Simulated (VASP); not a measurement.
Wanted: the native input for a VASP 6.6.1 run.

| Property | Result |
| --- | --- |
| Task | electric field gradients |
| Functional | PBEsol |
| Potentials or basis | VASP PAW PBE potentials, release 64 (Na_pv) |
| Cutoff | 520 eV |
| k mesh | 12 × 12 × 12 |
| Occupations | fermi-dirac, width 0.05 eV |
| Spin | no spin polarisation |
| Dipole correction | no |
| Further INCAR settings | ALGO = Normal; EDIFF = 1e-08; NBANDS = 10 |

The structure of Na lies in POSCAR:

```
Na
1.0
   -2.0742735852      2.0742735852      2.0742735852
    2.0742735852     -2.0742735852      2.0742735852
    2.0742735852      2.0742735852     -2.0742735852
Na
1
Direct
    0.0000000000      0.0000000000      0.0000000000
```

This cell differs from its parent crystal: volume scaled by 0.94.

One way to write it, as run:

INCAR

```
PREC     = Accurate       # precision mode
ENCUT    = 520            # plane-wave cutoff, eV
EDIFF    = 1E-8           # SCF threshold, eV
ISMEAR   = -1             # smearing method
SIGMA    = 0.05           # smearing width, eV
LREAL    = False          # projectors in reciprocal space
LASPH    = True           # aspherical terms in the spheres
NELM     = 60             # most SCF steps
ALGO     = Normal         # electronic algorithm
ISIF     = 2              # what is computed and relaxed
LWAVE    = False          # write WAVECAR
LCHARG   = False          # write CHGCAR
GGA      = PS             # functional
LEFG     = True         
NBANDS   = 10             # bands
```

KPOINTS

```
Automatic mesh
0
Gamma
  12 12 12
```

Potentials or basis: VASP PAW PBE potentials, release 64 (Na_pv).

Command:

```sh
$ cat potpaw_PBE.64/Na_pv/POTCAR > POTCAR
$ mpirun -np 1 vasp_std > vasp.out
```

Results of the run:

```json
{"Pressure": "0.1 GPa"}
```

Caveat: without QUAD_EFG the Cq values of the log hold for a quadrupole moment of 1 mb, not for the nuclei; the PAW data sets were made with another functional, which shifts forces and pressure a little.

It took 9.7 s on 1 thread of Intel Xeon 6975P-C, with other jobs on the host, peak memory 0.16 GiB.
